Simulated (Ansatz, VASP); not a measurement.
# Two plane-wave programs on SnS2

```
Sn S
1.0
     3.68689    0.00000    0.00000
    -1.84344    3.19294    0.00000
     0.00000    0.00000    5.94522
Sn S
1 2
Cartesian
  0.0000 0.0000 0.0000
  0.0000 2.1286 1.4863
  1.8434 1.0643 4.4589
```

Alike in both runs: task single point; functional LDA; k mesh 5 × 5 × 3; no spin polarisation.

|  | VASP | Ansatz |
| --- | --- | --- |
| version | VASP 6.6.1 | Ansatz 0.2.0 |
| potentials or method | VASP PAW LDA potentials, release 64 (Sn_d, S), cutoff 500 eV | plane waves, PAW |
| occupations | gaussian, width 0.01 eV | fixed |
| valence electrons in the cell | 26 | 26 |

|  | VASP | Ansatz | Ansatz less VASP |
| --- | --- | --- | --- |
| pressure (GPa) | -3.6 | -3.5 | +0.02 |

LDA's correlation is that of Perdew and Zunger in VASP and of Perdew and Wang (1992) in Ansatz.
